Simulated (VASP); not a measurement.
Here is a VASP 6.6.1 calculation.

The input INCAR:

```
ALGO = Fast ; EDIFF = 1E-6
ENCUT = 520 ; GGA = PE
ISIF = 2 ; ISMEAR = -1
LASPH = True ; LCHARG = False
LREAL = False ; LWAVE = False
NBANDS = 28 ; NELM = 100
PREC = Accurate ; SIGMA = 0.05
```

The input KPOINTS:

```
k-points
0
Gamma
  4 4 4
```

Contents of POSCAR:

```
CsBa3
1.0
    0.0000000000      5.1168583200      5.2212840000
    5.1168583200      0.0000000000      5.2212840000
    5.1168583200      5.1168583200      0.0000000000
Ba Cs
3 1
Direct
    0.5000000000      0.5000000000      0.5000000000
    0.7500000000      0.7500000000      0.7500000000
    0.2500000000      0.2500000000      0.2500000000
    0.0000000000      0.0000000000      0.0000000000
```

Potentials or basis: VASP PAW PBE potentials, release 64 (Ba_sv, Cs_sv).

The run is started by

```bash
$ cat potpaw_PBE.64/Ba_sv/POTCAR potpaw_PBE.64/Cs_sv/POTCAR > POTCAR
$ mpirun -np 1 vasp_std > vasp.out
```

Problem. Predict the band gap on the k mesh.

Solution. Zero (an odd number of electrons rules out a gap without spin polarisation).

Problem. Estimate the pressure.

Solution. 0.3 GPa.

Caveat: spin-orbit coupling is left out, which moves the levels of the heavy elements.
